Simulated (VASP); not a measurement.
Crystal: SiO2.

```
CELL_PARAMETERS angstrom
1.34115 0.77431 4.38018
-1.34115 0.77431 4.38018
0.00000 -1.54863 4.38018
ATOMIC_POSITIONS crystal
Si 0.00000 0.00000 0.00000
O 0.25000 0.25000 0.25000
O 0.75000 0.75000 0.75000
```

```yaml
Program: VASP 6.6.1
Task: relaxation of cell and atoms
Functional: PBE
Potentials_or_basis: VASP PAW PBE potentials, release 64 (Si, O)
Cutoff: 600 eV
k_mesh: 6 × 6 × 6
Occupations: gaussian, width 0.1 eV
Spin: no spin polarisation
```

At the start: pressure -16.5 GPa; volume 9.10 Å³/atom.

Problem. How do energy, volume and symmetry change on relaxing?

Solution. Over 18 steps the energy falls by 310.8 meV/atom and the volume is 10.61 Å³/atom (+16.7 %); space group R-3m (No. 166, to 0.05 Å).

The path:
| step | energy change (eV) | largest force (eV/Å) | pressure (GPa) | volume (Å³) |
| --- | --- | --- | --- | --- |
| 1 | 0.0000 | 4.4932 | -16.54 | 27.29 |
| 2 | -0.0270 | 4.4128 | 53.46 | 23.66 |
| 3 | -0.7248 | 0.8933 | 8.58 | 25.37 |
| 4 | -0.7288 | 0.5849 | 10.91 | 25.25 |
| 5 | -0.8072 | 0.3492 | -1.41 | 27.03 |
| 6 | -0.8072 | 0.3499 | -1.37 | 27.03 |
| 7 | -0.8507 | 0.0548 | 1.48 | 27.42 |
| 8 | -0.8663 | 0.9286 | 8.71 | 28.20 |
| 9 | -0.8707 | 0.7157 | 6.83 | 28.01 |
| 10 | -0.8903 | 0.5337 | 5.11 | 28.47 |
| 11 | -0.9222 | 0.0085 | 0.74 | 29.83 |
| 12 | -0.9256 | 0.2089 | -0.87 | 30.41 |
| 13 | -0.9257 | 0.2273 | -0.99 | 30.46 |
| 14 | -0.9275 | 0.1879 | -0.53 | 30.60 |
| 15 | -0.9304 | 0.0567 | 0.94 | 31.02 |
| 16 | -0.9305 | 0.0343 | 1.23 | 31.10 |
| 17 | -0.9320 | 0.0199 | 0.51 | 31.49 |
| 18 | -0.9324 | 0.0062 | -0.10 | 31.84 |

Final structure:
```
Si O
1.0
     1.35125    0.78015    5.03419
    -1.35125    0.78015    5.03419
     0.00000   -1.56029    5.03419
Si O
1 2
Direct
  0.00000 0.00000 0.00000
  0.27279 0.27279 0.27279
  0.72721 0.72721 0.72721
```

Caveat: the k points lie up to 0.45 Å⁻¹ apart in the final cell; the volume moved by over 15 % at a fixed basis, so the end points are rough.
